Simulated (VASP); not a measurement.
# As2Se (I4_1/amd) in VASP: further runs

Runs on As2Se. Level: r2SCAN. Tasks: single point, relaxation of shape and atoms at fixed volume.

Program: VASP 6.6.1. These are calculated values, not measurements. Logs are shortened: lines on timing, memory, paths and dates and some standing lists are left out, and cuts for length are marked.

### 1 The cell of the first run

The structure is tetragonal, space group I4_1/amd (No. 141). The conventional cell has a = 6.939 Å, b = 6.939 Å, c = 5.218 Å, α = 90.00°, β = 90.00°, γ = 90.00°. As (site symmetry 2/m) has 2 Se at 2.62 Å and 6 As at 2.78 to 3.47 Å within 3.5 Å. Se (site symmetry -4m2) has 4 As at 2.62 Å within 3.4 Å.

### 2 Single point, r2SCAN (20.94 Å³/atom)

POSCAR reads:

```
As2Se
1.0
   -3.4694893046      3.4694893046      2.6091796006
    3.4694893046     -3.4694893046      2.6091796006
    3.4694893046      3.4694893046     -2.6091796006
As Se
4 2
Direct
    0.8750000000      0.1250000000      0.7500000000
    0.3750000000      0.1250000000      0.2500000000
    0.8750000000      0.6250000000      0.7500000000
    0.8750000000      0.1250000000      0.2500000000
    0.5000000000      0.5000000000      0.0000000000
    0.2500000000      0.7500000000      0.5000000000
```

INCAR.step1 reads:

```
SYSTEM = As2Se
PREC     = Accurate       ! precision mode
ENCUT    = 520            ! plane-wave cutoff, eV
ISMEAR   = 0              ! smearing method
SIGMA    = 0.1            ! smearing width, eV
LREAL    = .FALSE.        ! projectors in reciprocal space
LASPH    = .TRUE.         ! aspherical terms in the spheres
NELM     = 100            ! most SCF steps
NBANDS   = 25             ! bands
GGA      = PE             ! functional
ALGO     = Normal         ! electronic algorithm
EDIFF    = 1E-4           ! SCF threshold, eV
LWAVE    = .TRUE.         ! write WAVECAR
LCHARG   = .FALSE.        ! write CHGCAR
```

INCAR.step2 reads:

```
SYSTEM = As2Se
PREC     = Accurate       ! precision mode
ENCUT    = 520            ! plane-wave cutoff, eV
EDIFF    = 1E-6           ! SCF threshold, eV
ISMEAR   = 0              ! smearing method
SIGMA    = 0.1            ! smearing width, eV
LREAL    = .FALSE.        ! projectors in reciprocal space
LASPH    = .TRUE.         ! aspherical terms in the spheres
NELM     = 100            ! most SCF steps
ALGO     = Normal         ! electronic algorithm
ISIF     = 2              ! what is computed and relaxed
LWAVE    = .FALSE.        ! write WAVECAR
LCHARG   = .FALSE.        ! write CHGCAR
METAGGA  = R2SCAN         ! meta-GGA
LMIXTAU  = .TRUE.       
NBANDS   = 25             ! bands
ISTART   = 1
```

KPOINTS reads:

```
regular mesh
0
G
  8 8 8
  0 0 0
```

Potentials or basis: VASP PAW PBE potentials, release 64 (As, Se).

Command:

```
$ cat potpaw_PBE.64/As/POTCAR potpaw_PBE.64/Se/POTCAR > POTCAR
$ cp INCAR.step1 INCAR
$ mpirun -np 1 vasp_std > vasp.out
$ cp INCAR.step2 INCAR
$ mpirun -np 1 vasp_std > vasp.out
```

OUTCAR:

```text
SYSTEM = As2Se
   PREC = Accurate
   ENCUT = 520
   EDIFF = 1E-6
   ISMEAR = 0
   LREAL = .FALSE.
   LASPH = .TRUE.
   NELM = 100
   ISIF = 2
   METAGGA = R2SCAN
   ISTART = 1

 ion  position               nearest neighbor table
   1  0.875  0.125  0.750-   5 2.62   6 2.62   4 2.78   4 2.78   3 2.78   3 2.78
   2  0.375  0.125  0.250-   5 2.62   6 2.62   3 2.78   4 2.78   4 2.78   3 2.78
   3  0.875  0.625  0.750-   5 2.62   6 2.62   1 2.78   2 2.78   1 2.78   2 2.78
   4  0.875  0.125  0.250-   6 2.62   5 2.62   2 2.78   1 2.78   1 2.78   2 2.78
   5  0.500  0.500  0.000-   4 2.62   2 2.62   3 2.62   1 2.62
   6  0.250  0.750  0.500-   1 2.62   2 2.62   3 2.62   4 2.62

  LATTYP: Found a body centered tetragonal cell.
 ALAT       =     6.9389786092
 C/A-ratio  =     0.7520356374

  Lattice vectors:

 A1 = (  -3.4694893046,   3.4694893046,   2.6091796006)
 A2 = (   3.4694893046,  -3.4694893046,   2.6091796006)
 A3 = (   3.4694893046,   3.4694893046,  -2.6091796006)

Analysis of symmetry for initial positions (statically):
=====================================================================
 Subroutine PRICEL returns:
 Original cell was already a primitive cell.

 Routine SETGRP: Setting up the symmetry group for a
 body centered tetragonal supercell.

 Subroutine GETGRP returns: Found 16 space group operations
 (whereof  8 operations were pure point group operations)
 out of a pool of 16 trial point group operations.

The static configuration has the point symmetry D_2d.
 The point group associated with its full space group is D_4h.

Analysis of symmetry for dynamics (positions and initial velocities):
=====================================================================
 Subroutine PRICEL returns:
 Original cell was already a primitive cell.

 Routine SETGRP: Setting up the symmetry group for a
 body centered tetragonal supercell.

 Subroutine GETGRP returns: Found 16 space group operations
 (whereof  8 operations were pure point group operations)
 out of a pool of 16 trial point group operations.

The dynamic configuration has the point symmetry D_2d.
 The point group associated with its full space group is D_4h.

 Subroutine INISYM returns: Found 16 space group operations
 (whereof  8 operations are pure point group operations),
 and found     1 'primitive' translations

----------------------------------------------------------------------------------------

                                     Primitive cell

  volume of cell :     125.6305

  direct lattice vectors                    reciprocal lattice vectors
    -3.469489305  3.469489305  2.609179601     0.000000000  0.144113429  0.191631116
     3.469489305 -3.469489305  2.609179601     0.144113429  0.000000000  0.191631116
     3.469489305  3.469489305 -2.609179601     0.144113429  0.144113429  0.000000000

  length of vectors
     5.557205256  5.557205256  5.557205256     0.239773154  0.239773154  0.203807166

  position of ions in fractional coordinates (direct lattice)
     0.875000000  0.125000000  0.750000000
     0.375000000  0.125000000  0.250000000
     0.875000000  0.625000000  0.750000000
     0.875000000  0.125000000  0.250000000
     0.500000000  0.500000000  0.000000000
     0.250000000  0.750000000  0.500000000

  ion indices of the primitive-cell ions
   primitive index   ion index
                 1           1
                 2           2
                 3           3
                 4           4
                 5           5
                 6           6

----------------------------------------------------------------------------------------

 KPOINTS: regular mesh

Automatic generation of k-mesh.
 Grid dimensions read from file:
 generate k-points for:    8    8    8

 Generating k-lattice:

  Cartesian coordinates                     Fractional coordinates (reciprocal lattice)
     0.000000000  0.018014179  0.023953890     0.125000000  0.000000000  0.000000000
     0.018014179  0.000000000  0.023953890     0.000000000  0.125000000  0.000000000
     0.018014179  0.018014179  0.000000000     0.000000000  0.000000000  0.125000000

  Length of vectors
     0.029971644  0.029971644  0.025475896

  Shift w.r.t. Gamma in fractional coordinates (k-lattice)
     0.000000000  0.000000000  0.000000000

 Subroutine IBZKPT returns following result:
 ===========================================

 Found     59 irreducible k-points:

 Following reciprocal coordinates:
            Coordinates               Weight
  0.000000  0.000000  0.000000      1.000000
  0.125000  0.000000 -0.000000      8.000000
  0.250000  0.000000 -0.000000      8.000000
  0.375000  0.000000 -0.000000      8.000000
  0.500000  0.000000 -0.000000      4.000000
  0.125000  0.125000 -0.000000      8.000000
[... 16 lines left out ...]
  0.250000  0.125000  0.125000     16.000000
  0.375000  0.125000  0.125000      8.000000
 [... further k-points ...]
   k-points           NKPTS =     59   k-points in BZ     NKDIM =     59   number of bands    NBANDS=     25
   number of dos      NEDOS =    301   number of ions     NIONS =      6
   total plane-waves  NPLWV =  74088
   dimension x,y,z NGX =    42 NGY =   42 NGZ =   42
   dimension x,y,z NGXF=    84 NGYF=   84 NGZF=   84
   ions per type =               4   2
   NGX,Y,Z   is equivalent  to a cutoff of  12.56, 12.56, 12.56 a.u.
   NGXF,Y,Z  is equivalent  to a cutoff of  25.13, 25.13, 25.13 a.u.
 SYSTEM =  As2Se
   PREC   = accura    normal or accurate (medium, high low for compatibility)
   ISTART =      1    job   : 0-new  1-cont  2-samecut
   ICHARG =      0    charge: 1-file 2-atom 10-const
   ISPIN  =      1    spin polarized calculation?
   LNONCOLLINEAR =      F non collinear calculations
   LSORBIT =      F    spin-orbit coupling
   LASPH  =      T    aspherical Exc in radial PAW
   ENCUT  =  520.0 eV  38.22 Ry    6.18 a.u.  10.33 10.33 10.33*2*pi/ulx,y,z
   NELM   =    100;   NELMIN=  2; NELMDL=  0     # of ELM steps
   EDIFF  = 0.1E-05   stopping-criterion for ELM
   LREAL  =      F    real-space projection
   EDIFFG = 0.1E-04   stopping-criterion for IOM
   NSW    =      0    number of steps for IOM
   IBRION =     -1    ionic relax: 0-MD 1-quasi-New 2-CG
   NFREE  =      0    steps in history (QN), initial steepest desc. (CG)
   ISIF   =      2    stress and relaxation
   ISYM   =      2    0-nonsym 1-usesym 2-fastsym
   POTIM  = 0.5000    time-step for ionic-motion
   TEBEG  =    0.0;   TEEND  =   0.0 temperature during run
   PSTRESS=    0.0 pullay stress
   NELECT =      32.0000    total number of electrons
   NUPDOWN=      -1.0000    fix difference up-down
   EMIN   =  10.00;   EMAX   =-10.00  energy-range for DOS
   EFERMI =   0.00;   METHOD = LEGACY
   ISMEAR =     0;   SIGMA  =   0.10  broadening in eV -4-tet -1-fermi 0-gaus
   EFERMI_NEDOS =   21; number of points for ismear=-14 and -15
   IALGO  =     38    algorithm
   IMIX   =      4    mixing-type and parameters
     AMIX     =   0.40;   BMIX     =  1.00
     AMIX_MAG =   1.60;   BMIX_MAG =  1.00
  volume/ion in A,a.u.               =      20.94       141.30
  Fermi-wavevector in a.u.,A,eV,Ry     =   1.037751  1.961065 14.652481  1.076927
  Thomas-Fermi vector in A             =   2.172203
   LORBIT       =      0    0 simple, 1 ext, 2 COOP (PROOUT), +10 PAW based schemes
   METAGGA = R2SCAN    functional components
   LHFCALC =     F    Hartree Fock is set to
   AEXX    =    0.0000 exact exchange contribution
   IVDW    =     0    specifies the selected vdW correction
   LEPSILON=     F    determine dielectric tensor
   LRPA    =     F    only Hartree local field effects (RPA)
 non-spin polarized calculation
 Gauss-broadening in eV      SIGMA  =   0.10
  energy-cutoff  :      520.00
  volume of cell :      125.63
 maximum number of plane-waves:      3410
 NGX is ok and might be reduce to    42
   NGX = 21   NGY = 21   NGZ = 21

 number of electron      32.0000001 magnetization

 Free energy of the ion-electron system (eV)
  ---------------------------------------------------
  ext. energy  EPLUGINS =         0.00000000
  ---------------------------------------------------
  free energy    TOTEN  =       -86.69991363 eV

  energy without entropy =      -86.69024075  energy(sigma->0) =      -86.69507719

 E-fermi :   5.2294     XC(G=0): -10.6326

 val. band max:        5.1852673555   @ k =   0.5000   0.5000  -0.0000
 cond. band min:       5.2382972548   @ k =   0.5000   0.1250  -0.0000
 fundamental gap:      0.0530298993
 Fermi energy:         5.2293691915

 k-point     1 :       0.0000    0.0000    0.0000
  band No.  band energies     occupation
      1     -11.0286      2.00000
      2      -8.5504      2.00000
      3      -5.8072      2.00000
      4      -5.8072      2.00000
      5      -5.7126      2.00000
      6      -3.9340      2.00000
[... 17 lines left out ...]
     24      11.2547      0.00000
     25      11.7919      0.00000

 k-point     2 :       0.1250    0.0000   -0.0000
  band No.  band energies     occupation
      1     -10.9117      2.00000
      2      -8.6213      2.00000
      3      -6.1042      2.00000
      4      -5.8483      2.00000
      5      -5.7673      2.00000
      6      -4.0772      2.00000
[... 17 lines left out ...]
     24      10.8599      0.00000
     25      12.1595      0.00000

 k-point     3 :       0.2500    0.0000   -0.0000
  band No.  band energies     occupation
      1     -10.5678      2.00000
      2      -8.7744      2.00000
      3      -6.9536      2.00000
      4      -5.9415      2.00000
      5      -5.9368      2.00000
      6      -3.9200      2.00000
[... 552 lines left out ...]
 k-point    23 :       0.2500    0.1250    0.1250
  band No.  band energies     occupation
      1      -9.9003      2.00000
      2      -9.0321      2.00000
      3      -7.8213      2.00000
      4      -7.1185      2.00000
      5      -5.0467      2.00000
      6      -3.5000      2.00000
[... 17 lines left out ...]
     24      10.0723      0.00000
     25      11.6096      0.00000

 k-point    24 :       0.3750    0.1250    0.1250
  band No.  band energies     occupation
      1      -9.4108      2.00000
      2      -9.2156      2.00000
      3      -8.2930      2.00000
      4      -7.2801      2.00000
      5      -4.9974      2.00000
      6      -3.2607      2.00000
[... 17 lines left out ...]
     24      10.0637      0.00000
     25      11.6558      0.00000

 [... further k-points ...]

------------------------ aborting loop because EDIFF is reached ----------------------------------------

  FORCE on cell =-STRESS in cart. coord.  units (eV):
  Direction    XX          YY          ZZ          XY          YZ          ZX
  --------------------------------------------------------------------------------------
  -------------------------------------------------------------------------------------
  Total        1.8264878      1.8264878      1.8228241      0.0000000      0.0000000      0.0000000
  in kB       23.2933682     23.2933682     23.2466444      0.0000000      0.0000000      0.0000000
  external PRESSURE =      23.2777936 kB  Pullay stress =       0.0000000 kB

 VOLUME and BASIS-vectors are now :
 -----------------------------------------------------------------------------
  energy-cutoff  :      520.00
  volume of cell :      125.63
      direct lattice vectors                 reciprocal lattice vectors
    -3.469489305  3.469489305  2.609179601     0.000000000  0.144113429  0.191631116
     3.469489305 -3.469489305  2.609179601     0.144113429  0.000000000  0.191631116
     3.469489305  3.469489305 -2.609179601     0.144113429  0.144113429  0.000000000

 POSITION                                       TOTAL-FORCE (eV/Angst)
 -----------------------------------------------------------------------------------
      0.00000      5.20423      0.65229         0.000000      0.000000     -0.000000
     -0.00000      1.73474      0.65229         0.000000      0.000000     -0.000000
      1.73474      3.46949      1.95688         0.000000      0.000000     -0.000000
     -1.73474      3.46949      1.95688         0.000000      0.000000     -0.000000
      0.00000      0.00000      2.60918        -0.000000      0.000000      0.000000
      3.46949     -0.00000      1.30459         0.000000     -0.000000     -0.000000
 -----------------------------------------------------------------------------------
    total drift:                               -0.000000      0.000000     -0.000000

  FREE ENERGIE OF THE ION-ELECTRON SYSTEM (eV)
  ---------------------------------------------------
  free  energy   TOTEN  =       -86.6999136281 eV

  energy  without entropy=      -86.6902407454  energy(sigma->0) =      -86.69507719
```

It took 5.2 min on 1 thread of Intel Xeon 6975P-C (Granite Rapids), shared host; peak memory 0.37 GiB.

What came out:

```
Free energy            : -86.6999 eV
Pressure               : 2.3 GPa
Band gap on the k mesh : zero (bands 16 and 17 overlap by 0.49 eV)
```

Caveat: the PAW data sets were made with another functional, which shifts forces and pressure a little.

### 3 Single point, r2SCAN

This run uses another cell than the first one, of 21.59 Å³/atom.

Edit POSCAR of step 2 so:

```diff
@@ -2,5 +2,5 @@
 1.0
-   -3.4694893046      3.4694893046      2.6091796006
-    3.4694893046     -3.4694893046      2.6091796006
-    3.4694893046      3.4694893046     -2.6091796006
+   -3.5142117089      3.5142117089      2.6218479589
+    3.5142117089     -3.5142117089      2.6218479589
+    3.5142117089      3.5142117089     -2.6218479589
 As Se
```

INCAR.step1 reads:

```
PREC = Accurate ; ENCUT = 520
ISMEAR = 0 ; SIGMA = 0.1
LREAL = F ; LASPH = T
NELM = 80 ; NBANDS = 25
GGA = PE ; ALGO = Normal
EDIFF = 1E-4 ; LWAVE = T
LCHARG = F
```

INCAR.step2 reads:

```
PREC = Accurate ; ENCUT = 520
EDIFF = 1E-6 ; ISMEAR = 0
SIGMA = 0.1 ; LREAL = F
LASPH = T ; NELM = 80
ALGO = Normal ; ISIF = 2
LWAVE = F ; LCHARG = F
METAGGA = R2SCAN ; LMIXTAU = T
NBANDS = 25 ; ISTART = 1
```

KPOINTS reads:

```
regular mesh
0
Gamma
  8 8 8
```

Potentials or basis: VASP PAW PBE potentials, release 64 (As, Se).

Command:

```
$ cat potpaw_PBE.64/As/POTCAR potpaw_PBE.64/Se/POTCAR > POTCAR
$ cp INCAR.step1 INCAR
$ mpirun -np 1 vasp_std > vasp.out
$ cp INCAR.step2 INCAR
$ mpirun -np 1 vasp_std > vasp.out
```

It took 5.3 min on 1 thread of Intel Xeon 6975P-C (Granite Rapids), shared host; peak memory 0.38 GiB.

The run converged. Its results:

```yaml
Free_energy: -86.7269 eV
Pressure: -0.1 GPa
Band_gap_on_the_k_mesh: zero (bands 16 and 17 overlap by 0.50 eV)
```

Levels at points of the mesh, in eV from the Fermi level:
```csv
k point,band 13,band 14,band 15,band 16,band 17,band 18,band 19,band 20
"(0.00, 0.00, 0.00)",-3.25,-2.87,-2.87,-1.05,2.61,3.13,3.13,3.81
"(0.50, 0.00, 0.00)",-1.89,-1.69,-0.64,-0.04,0.21,0.62,1.64,2.76
"(0.50, 0.50, 0.00)",-1.54,-1.54,-1.24,-1.24,-0.03,-0.03,2.03,2.03
"(0.50, 0.50, 0.50)",-0.84,-0.84,-0.48,-0.48,0.37,0.37,0.41,0.41
```

Caveat: the PAW data sets were made with another functional, which shifts forces and pressure a little.

### 4 Relaxation of shape and atoms at fixed volume, r2SCAN (22.23 Å³/atom)

This run uses another cell than the first one, of 22.23 Å³/atom.

Edit POSCAR of step 3 so:

```diff
@@ -2,5 +2,5 @@
 1.0
-   -3.5142117089      3.5142117089      2.6218479589
-    3.5142117089     -3.5142117089      2.6218479589
-    3.5142117089      3.5142117089     -2.6218479589
+   -3.5490081466      3.5490081466      2.6478085389
+    3.5490081466     -3.5490081466      2.6478085389
+    3.5490081466      3.5490081466     -2.6478085389
 As Se
```

INCAR.step1 reads:

```
ALGO = Normal
EDIFF = 1E-4
ENCUT = 600
GGA = PE
ISMEAR = 0
LASPH = T
LCHARG = F
LREAL = F
LWAVE = T
NELM = 60
PREC = Accurate
SIGMA = 0.1
```

INCAR.step2 reads:

```
ALGO = Normal
EDIFF = 1E-7
EDIFFG = -0.01
ENCUT = 600
IBRION = 2
ISIF = 4
ISMEAR = 0
ISTART = 1
LASPH = T
LCHARG = F
LMIXTAU = T
LREAL = F
LWAVE = F
METAGGA = R2SCAN
NELM = 60
NSW = 50
PREC = Accurate
SIGMA = 0.1
```

KPOINTS reads:

```
k-points
0
Gamma
  8 8 8
```

Command:

```
$ cat potpaw_PBE.64/As/POTCAR potpaw_PBE.64/Se/POTCAR > POTCAR
$ cp INCAR.step1 INCAR
$ mpirun -np 1 vasp_std > vasp.out
$ cp INCAR.step2 INCAR
$ mpirun -np 1 vasp_std > vasp.out
```

Wall time 39 min (1 thread of Oxide Virtual Turin-like, shared host); peak memory 0.45 GiB.

It converged, with:

| Property | Result |
| --- | --- |
| Free energy | -86.7019 eV |
| Energy gained by relaxing | 0.3 meV/atom |
| Ionic steps | 3 |
| Pressure after relaxing | -2.1 GPa |
| Band gap on the k mesh | zero (bands 16 and 17 overlap by 0.49 eV) |

The path:
```csv
step,energy change (eV),largest force (eV/Å),pressure (GPa),volume (Å³)
1,0.0000,0.0000,-2.23,133.40
2,-0.0014,0.0000,-2.16,133.40
3,-0.0016,0.0000,-2.12,133.40
```

Final structure:
```
As Se
1.0
    -3.55778    3.55778    2.63477
     3.55778   -3.55778    2.63477
     3.55778    3.55778   -2.63477
As Se
4 2
Direct
  0.87500 0.12500 0.75000
  0.37500 0.12500 0.25000
  0.87500 0.62500 0.75000
  0.87500 0.12500 0.25000
  0.50000 0.50000 0.00000
  0.25000 0.75000 0.50000
```

Levels at points of the mesh, in eV from the Fermi level:
| k point | band 13 | band 14 | band 15 | band 16 | band 17 | band 18 | band 19 | band 20 |
| --- | --- | --- | --- | --- | --- | --- | --- | --- |
| (0.00, 0.00, 0.00) | -3.16 | -2.72 | -2.72 | -1.08 | 2.51 | 3.06 | 3.06 | 3.90 |
| (0.50, 0.00, 0.00) | -1.84 | -1.63 | -0.60 | 0.00 | 0.21 | 0.63 | 1.58 | 2.78 |
| (0.50, 0.50, 0.00) | -1.46 | -1.46 | -1.19 | -1.19 | -0.02 | -0.02 | 2.01 | 2.01 |
| (0.50, 0.50, 0.50) | -0.78 | -0.78 | -0.45 | -0.45 | 0.33 | 0.33 | 0.35 | 0.35 |

Caveat: the PAW data sets were made with another functional, which shifts forces and pressure a little.

### 5 Summary

```tsv
task	cell	cutoff (eV)	gap on the mesh (eV)	pressure (GPa)
single point	a = 5.557 Å, angles 102.7, 102.7, 124.0°, 6 atoms	520	none	2.3
single point	a = 5.619 Å, angles 102.6, 102.6, 124.4°, 6 atoms	520	none	-0.1
relaxation of shape and atoms at fixed volume	relaxed from a = 5.675 Å, angles 102.6, 102.6, 124.4°, 6 atoms	600	none	-2.1
```

Alike in all rows: level r2SCAN; potentials or basis VASP PAW PBE potentials, release 64 (As, Se); no spin polarisation; k mesh 8 × 8 × 8; smearing gaussian 0.1 eV.

Caveats: the PAW data sets were made with another functional, which shifts forces and pressure a little.

Total energies depend on the potentials used, so only differences within one code and one set of settings carry meaning.

The gap in the log of VASP goes by the Fermi energy; the results here count the filled bands.